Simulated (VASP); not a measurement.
# HfN (NiAs type) (P6_3/mmc) in VASP: further runs

The runs below take HfN (NiAs type) through relaxation of cell and atoms, single point, with PBE.

Program: VASP 6.6.1. These are calculated values, not measurements. Logs are shortened: lines on timing, memory, paths and dates and some standing lists are left out, and cuts for length are marked.

### Step 1. The cell of the first run

Symmetry: P6_3/mmc, No. 194, hexagonal system. Conventional cell: a = 3.194 Å, b = 3.194 Å, c = 4.951 Å, α = 90.00°, β = 90.00°, γ = 120.00°. Within 2.9 Å of Hf (site symmetry -3m) lie 6 N at 2.22 Å and 2 Hf at 2.48 Å. Within 2.9 Å of N (site symmetry -6m2) lie 6 Hf at 2.22 Å.

### Step 2. Relaxation of cell and atoms, PBE, target pressure 22 GPa, at which the enthalpy is minimised

INCAR reads:

```
PREC = Accurate ; ENCUT = 600
EDIFF = 1E-6 ; ISMEAR = -1
SIGMA = 0.08 ; LREAL = False
LASPH = True ; NELM = 100
ALGO = Normal ; ISIF = 3
LWAVE = False ; LCHARG = False
GGA = PE ; IBRION = 2
NSW = 60 ; EDIFFG = -0.005
PSTRESS = 220.0
```

KPOINTS reads:

```
Automatic mesh
0
Gamma
  10 10 6
```

POSCAR reads:

```
HfN
1.0
    3.1940861896      0.0000000000      0.0000000000
   -1.5970430948      2.7661597821      0.0000000000
    0.0000000000      0.0000000000      4.9508335939
Hf N
2 2
Direct
    0.0000000000      0.0000000000      0.0000000000
    0.0000000000      0.0000000000      0.5000000000
    0.3333333333      0.6666666667      0.2500000000
    0.6666666667      0.3333333333      0.7500000000
```

Potentials or basis: VASP PAW PBE potentials, release 64 (Hf_pv, N).

On the command line:

```
$ cat potpaw_PBE.64/Hf_pv/POTCAR potpaw_PBE.64/N/POTCAR > POTCAR
$ mpirun -np 1 vasp_std > vasp.out
```

OUTCAR:

```text
PREC = Accurate
   ENCUT = 600
   EDIFF = 1E-6
   ISMEAR = -1
   LREAL = False
   LASPH = True
   NELM = 100
   ISIF = 3
   GGA = PE
   IBRION = 2
   NSW = 60
   EDIFFG = -0.005
   PSTRESS = 220.0

 ion  position               nearest neighbor table
   1  0.000  0.000  0.000-   3 2.22   4 2.22   4 2.22   3 2.22   4 2.22   3 2.22   2 2.48   2 2.48

   2  0.000  0.000  0.500-   3 2.22   4 2.22   4 2.22   3 2.22   4 2.22   3 2.22   1 2.48   1 2.48

   3  0.333  0.667  0.250-   1 2.22   2 2.22   1 2.22   2 2.22   1 2.22   2 2.22
   4  0.667  0.333  0.750-   1 2.22   2 2.22   1 2.22   2 2.22   1 2.22   2 2.22

  LATTYP: Found a hexagonal cell.
 ALAT       =     3.1940861896
 C/A-ratio  =     1.5500000000

  Lattice vectors:

 A1 = (   3.1940861896,   0.0000000000,   0.0000000000)
 A2 = (  -1.5970430948,   2.7661597821,   0.0000000000)
 A3 = (   0.0000000000,   0.0000000000,   4.9508335939)

Analysis of symmetry for initial positions (statically):
=====================================================================
 Subroutine PRICEL returns:
 Original cell was already a primitive cell.

 Routine SETGRP: Setting up the symmetry group for a
 hexagonal supercell.

 Subroutine GETGRP returns: Found 24 space group operations
 (whereof 12 operations were pure point group operations)
 out of a pool of 24 trial point group operations.

The static configuration has the point symmetry D_3d.
 The point group associated with its full space group is D_6h.

Analysis of symmetry for dynamics (positions and initial velocities):
=====================================================================
 Subroutine PRICEL returns:
 Original cell was already a primitive cell.

 Routine SETGRP: Setting up the symmetry group for a
 hexagonal supercell.

 Subroutine GETGRP returns: Found 24 space group operations
 (whereof 12 operations were pure point group operations)
 out of a pool of 24 trial point group operations.

The dynamic configuration has the point symmetry D_3d.
 The point group associated with its full space group is D_6h.

 Subroutine INISYM returns: Found 24 space group operations
 (whereof 12 operations are pure point group operations),
 and found     1 'primitive' translations

----------------------------------------------------------------------------------------

                                     Primitive cell

  volume of cell :      43.7424

  direct lattice vectors                    reciprocal lattice vectors
     3.194086190  0.000000000  0.000000000     0.313078590  0.180756008  0.000000000
    -1.597043095  2.766159782  0.000000000     0.000000000  0.361512016  0.000000000
     0.000000000  0.000000000  4.950833594     0.000000000  0.000000000  0.201986187

  length of vectors
     3.194086190  3.194086190  4.950833594     0.361512016  0.361512016  0.201986187

  position of ions in fractional coordinates (direct lattice)
     0.000000000  0.000000000  0.000000000
     0.000000000  0.000000000  0.500000000
     0.333333333  0.666666667  0.250000000
     0.666666667  0.333333333  0.750000000

  ion indices of the primitive-cell ions
   primitive index   ion index
                 1           1
                 2           2
                 3           3
                 4           4

----------------------------------------------------------------------------------------

 KPOINTS: Automatic mesh

Automatic generation of k-mesh.
 Grid dimensions read from file:
 generate k-points for:   10   10    6

 Generating k-lattice:

  Cartesian coordinates                     Fractional coordinates (reciprocal lattice)
     0.031307859  0.018075601  0.000000000     0.100000000 -0.000000000  0.000000000
     0.000000000  0.036151202  0.000000000     0.000000000  0.100000000  0.000000000
     0.000000000  0.000000000  0.033664364     0.000000000  0.000000000  0.166666667

  Length of vectors
     0.036151202  0.036151202  0.033664364

  Shift w.r.t. Gamma in fractional coordinates (k-lattice)
     0.000000000  0.000000000  0.000000000

 Subroutine IBZKPT returns following result:
 ===========================================

 Found     56 irreducible k-points:

 Following reciprocal coordinates:
            Coordinates               Weight
  0.000000  0.000000  0.000000      1.000000
  0.100000 -0.000000  0.000000      6.000000
  0.200000 -0.000000  0.000000      6.000000
  0.300000  0.000000  0.000000      6.000000
  0.400000  0.000000  0.000000      6.000000
  0.500000  0.000000  0.000000      3.000000
[... 16 lines left out ...]
  0.300000  0.100000  0.166667     24.000000
  0.400000  0.100000  0.166667     24.000000
 [... further k-points ...]
   k-points           NKPTS =     56   k-points in BZ     NKDIM =     56   number of bands    NBANDS=     19
   number of dos      NEDOS =    301   number of ions     NIONS =      4
   total plane-waves  NPLWV =  31360
   dimension x,y,z NGX =    28 NGY =   28 NGZ =   40
   dimension x,y,z NGXF=    56 NGYF=   56 NGZF=   80
   ions per type =               2   2
   NGX,Y,Z   is equivalent  to a cutoff of  14.57, 14.57, 13.43 a.u.
   NGXF,Y,Z  is equivalent  to a cutoff of  29.15, 29.15, 26.86 a.u.
 SYSTEM =  unknown system
   PREC   = accura    normal or accurate (medium, high low for compatibility)
   ISTART =      0    job   : 0-new  1-cont  2-samecut
   ICHARG =      2    charge: 1-file 2-atom 10-const
   ISPIN  =      1    spin polarized calculation?
   LNONCOLLINEAR =      F non collinear calculations
   LSORBIT =      F    spin-orbit coupling
   LASPH  =      T    aspherical Exc in radial PAW
   ENCUT  =  600.0 eV  44.10 Ry    6.64 a.u.   6.38  6.38  9.89*2*pi/ulx,y,z
   NELM   =    100;   NELMIN=  2; NELMDL= -5     # of ELM steps
   EDIFF  = 0.1E-05   stopping-criterion for ELM
   LREAL  =      F    real-space projection
   EDIFFG = -.5E-02   stopping-criterion for IOM
   NSW    =     60    number of steps for IOM
   IBRION =      2    ionic relax: 0-MD 1-quasi-New 2-CG
   NFREE  =      1    steps in history (QN), initial steepest desc. (CG)
   ISIF   =      3    stress and relaxation
   ISYM   =      2    0-nonsym 1-usesym 2-fastsym
   POTIM  = 0.5000    time-step for ionic-motion
   TEBEG  =    0.0;   TEEND  =   0.0 temperature during run
   PSTRESS=  220.0 pullay stress
   NELECT =      30.0000    total number of electrons
   NUPDOWN=      -1.0000    fix difference up-down
   EMIN   =  10.00;   EMAX   =-10.00  energy-range for DOS
   EFERMI =   0.00;   METHOD = LEGACY
   ISMEAR =    -1;   SIGMA  =   0.08  broadening in eV -4-tet -1-fermi 0-gaus
   EFERMI_NEDOS =   21; number of points for ismear=-14 and -15
   IALGO  =     38    algorithm
   IMIX   =      4    mixing-type and parameters
     AMIX     =   0.40;   BMIX     =  1.00
     AMIX_MAG =   1.60;   BMIX_MAG =  1.00
  volume/ion in A,a.u.               =      10.94        73.80
  Fermi-wavevector in a.u.,A,eV,Ry     =   1.443714  2.728224 28.358762  2.084310
  Thomas-Fermi vector in A             =   2.562091
   LORBIT       =      0    0 simple, 1 ext, 2 COOP (PROOUT), +10 PAW based schemes
   GGA     = PE    functional components
   LHFCALC =     F    Hartree Fock is set to
   AEXX    =    0.0000 exact exchange contribution
   IVDW    =     0    specifies the selected vdW correction
   LEPSILON=     F    determine dielectric tensor
   LRPA    =     F    only Hartree local field effects (RPA)
 conjugate gradient relaxation of ions
 non-spin polarized calculation
  energy-cutoff  :      600.00
  volume of cell :       43.74
 maximum number of plane-waves:      1477
 NGX is ok and might be reduce to    28
   NGX = 13   NGY = 13   NGZ = 19

--------------------------------------- Ionic step        1  -------------------------------------------

 number of electron      29.9999998 magnetization

 Free energy of the ion-electron system (eV)
  ---------------------------------------------------
  ext. energy  EPLUGINS =         0.00000000
  ---------------------------------------------------
  free energy    TOTEN  =       -40.63761552 eV

  energy without entropy =      -40.60762042  energy(sigma->0) =      -40.62261797

------------------------ aborting loop because EDIFF is reached ----------------------------------------

  FORCE on cell =-STRESS in cart. coord.  units (eV):
  Direction    XX          YY          ZZ          XY          YZ          ZX
  --------------------------------------------------------------------------------------
  -------------------------------------------------------------------------------------
  Total        4.6235760      4.6235760     24.0025417      0.0000000      0.0000000     -0.0000000
  in kB      169.3504520    169.3504520    879.1552882      0.0000000      0.0000000     -0.0000000
  external PRESSURE =     185.9520641 kB  Pullay stress =     220.0000000 kB
[... 99 lines left out ...]
  FREE ENERGIE OF THE ION-ELECTRON SYSTEM (eV)
  ---------------------------------------------------
  free  energy   TOTEN  =       -42.0439904424 eV

  energy  without entropy=      -42.0209467083  energy(sigma->0) =      -42.03246858

  enthalpy is  TOTEN    =       -35.4996397508 eV   P V=        6.5443506916

[... ionic steps 4 to 7 ...]

--------------------------------------- Ionic step        8  -------------------------------------------

 number of electron      29.9999999 magnetization

------------------------ aborting loop because EDIFF is reached ----------------------------------------

  FORCE on cell =-STRESS in cart. coord.  units (eV):
  Direction    XX          YY          ZZ          XY          YZ          ZX
  --------------------------------------------------------------------------------------
  -------------------------------------------------------------------------------------
  Total        6.2410320      6.2410320      6.1712973      0.0000000      0.0000000      0.0000000
  in kB      222.5298717    222.5298717    220.0434146      0.0000000      0.0000000      0.0000000
  external PRESSURE =       1.7010527 kB  Pullay stress =     220.0000000 kB
[... 65 lines left out ...]
  enthalpy is  TOTEN    =       -35.7100259756 eV   P V=        6.1753630081

--------------------------------------- Ionic step       10  -------------------------------------------

 number of electron      29.9999999 magnetization

 Free energy of the ion-electron system (eV)
  ---------------------------------------------------
  ext. energy  EPLUGINS =         0.00000000
  ---------------------------------------------------
  free energy    TOTEN  =       -41.88333011 eV

  energy without entropy =      -41.85227575  energy(sigma->0) =      -41.86780293

 E-fermi :   8.2088     XC(G=0): -12.8105

 val. band max:        8.1566850749   @ k =   0.4000   0.0000   0.3333
 cond. band min:       8.2440064636   @ k =   0.2000   0.2000   0.5000
 fundamental gap:      0.0873213888
 Fermi energy:         8.2087559702

 k-point     1 :       0.0000    0.0000    0.0000
  band No.  band energies     occupation
      1     -23.7577      2.00000
      2     -22.5241      2.00000
      3     -22.5241      2.00000
      4     -22.3561      2.00000
      5     -22.3561      2.00000
      6     -22.0978      2.00000
[... 11 lines left out ...]
     18       9.1939      0.00001
     19       9.1939      0.00001
[... 489 lines left out ...]
      3     -23.2526      2.00000
      4     -22.8110      2.00000
      5     -22.6294      2.00000
      6     -22.0713      2.00000
[... 11 lines left out ...]
     18      12.8194      0.00000
     19      13.0444      0.00000

 [... further k-points ...]
[... 5 lines left out ...]
  --------------------------------------------------------------------------------------
  -------------------------------------------------------------------------------------
  Total        6.1698746      6.1698746      6.1692852      0.0000000      0.0000000      0.0000000
  in kB      219.8781099    219.8781099    219.8571050      0.0000000      0.0000000      0.0000000
  external PRESSURE =      -0.1288917 kB  Pullay stress =     220.0000000 kB
[... 19 lines left out ...]
  FREE ENERGIE OF THE ION-ELECTRON SYSTEM (eV)
  ---------------------------------------------------
  free  energy   TOTEN  =       -41.8833301132 eV

  energy  without entropy=      -41.8522757488  energy(sigma->0) =      -41.86780293

  enthalpy is  TOTEN    =       -35.7100352570 eV   P V=        6.1732948562

 reached required accuracy - stopping structural energy minimisation
```

Wall time 6.4 min (1 thread of AMD EPYC 7R13 (Zen 3), shared host); peak memory 0.19 GiB.

Results:

```
Free energy                                            : -41.8833 eV
Relaxed volume                                         : 11.24 Å³/atom
Relaxed cell                                           : a = 3.061 Å, b = 3.061 Å, c = 5.540 Å, α = 90.00°, β = 90.00°, γ = 120.00°
Space group after relaxing (to 0.05 Å)                 : P6_3/mmc (No. 194)
Energy change on relaxing (the enthalpy is what falls) : -311.4 meV/atom
Ionic steps                                            : 10
Pressure after relaxing                                : 22.0 GPa
Band gap on the k mesh                                 : zero (band 15 reaches 9.11 eV, above the bottom of band 16 at 7.49 eV)
```

Step by step:
| step | energy change (eV) | largest force (eV/Å) | pressure (GPa) | volume (Å³) |
| --- | --- | --- | --- | --- |
| 1 | 0.0000 | 0.0000 | 40.60 | 43.74 |
| 2 | -1.1782 | 0.0000 | -14.01 | 51.48 |
| 3 | -1.4064 | 0.0000 | 5.91 | 47.66 |
| 4 | -0.6399 | 0.0000 | 40.38 | 42.56 |
| 5 | -1.2893 | 0.0000 | 19.15 | 45.32 |
| 6 | -1.2827 | 0.0000 | 19.46 | 45.27 |
| 7 | -1.1873 | 0.0000 | 25.14 | 44.58 |
| 8 | -1.2425 | 0.0000 | 22.17 | 44.93 |
| 9 | -1.2478 | 0.0000 | 21.90 | 44.97 |
| 10 | -1.2457 | 0.0000 | 21.99 | 44.96 |

Final structure:
```cif
data_structure
_symmetry_space_group_name_H-M 'P 1'
_symmetry_Int_Tables_number 1
_cell_length_a 3.0611
_cell_length_b 3.0611
_cell_length_c 5.5402
_cell_angle_alpha 90.000
_cell_angle_beta 90.000
_cell_angle_gamma 120.000
_cell_volume 44.96
loop_
_atom_site_label
_atom_site_type_symbol
_atom_site_fract_x
_atom_site_fract_y
_atom_site_fract_z
_atom_site_occupancy
Hf1 Hf 0.00000 0.00000 0.00000 1
Hf2 Hf 0.00000 0.00000 0.50000 1
N1 N 0.33333 0.66667 0.25000 1
N2 N 0.66667 0.33333 0.75000 1
```

Levels at points of the mesh, in eV from the Fermi level:
```tsv
k point	band 11	band 12	band 13	band 14	band 15	band 16	band 17	band 18	band 19
(0.00, 0.00, 0.00)	-5.27	-3.06	-2.97	-2.34	-2.34	0.94	0.94	0.99	0.99
(0.50, 0.00, 0.00)	-5.59	-4.72	-3.86	-2.96	-2.86	0.07	4.29	4.92	5.21
(0.00, 0.00, 0.50)	-4.19	-4.19	-4.19	-4.19	0.86	0.86	1.96	1.96	1.96
(0.50, 0.00, 0.50)	-5.08	-5.08	-4.43	-4.43	-0.69	-0.69	4.77	4.77	5.65
```

Caveat: the cell is relaxed towards a set pressure, so the enthalpy falls and the energy may rise; spin-orbit coupling is left out, which moves the levels of the heavy elements.

(Part 1 of 2 ends here.)
